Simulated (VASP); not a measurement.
## H: single point with PBE

Crystal: H.

```
CELL_PARAMETERS angstrom
0.00000 2.44047 0.00000
2.77262 -1.22024 0.00000
0.00000 0.00000 -11.48200
ATOMIC_POSITIONS crystal
H 0.82900 0.65800 0.75000
H 0.17100 0.34200 0.25000
```

```
Program                : VASP 6.6.1
Task                   : single point
Functional             : PBE
Potentials or basis    : VASP PAW PBE potentials, release 64 (H)
Cutoff                 : 520 eV
k mesh                 : 8 × 8 × 2
Occupations            : gaussian, width 0.0132 eV
Spin                   : no spin polarisation
Dipole correction      : no
Further INCAR settings : ALGO = Normal; EDIFF = 1e-06; NBANDS = 8
```

```
Pressure               : -3.5 GPa
Band gap on the k mesh : zero (band 1 reaches -4.35 eV, above the bottom of band 2 at -8.08 eV)
```

Stress tensor (GPa, compression positive):
```
-1.68  0.00  0.00
 0.00 -8.69  0.00
 0.00  0.00 -0.04
```

Levels at points of the mesh, in eV from the Fermi level:
```csv
k point,band 1,band 2,band 3,band 4,band 5,band 6,band 7
"(0.00, 0.00, 0.00)",-2.09,-2.05,5.34,6.90,7.45,11.08,12.99
"(0.50, 0.00, 0.00)",1.66,1.66,9.37,9.47,12.73,12.93,14.10
"(0.00, 0.50, 0.00)",-0.17,-0.17,7.39,7.54,9.97,10.34,11.75
"(0.00, 0.00, 0.50)",-2.07,-2.07,5.81,5.81,9.23,9.23,14.86
"(0.50, 0.00, 0.50)",1.66,1.66,9.42,9.42,13.16,13.16,13.50
"(0.00, 0.50, 0.50)",-0.17,-0.17,7.45,7.45,10.43,10.43,11.05
```

It used 48 s of CPU time on 1 thread of AMD EPYC 7R13 Processor (Zen 3) (shared host).
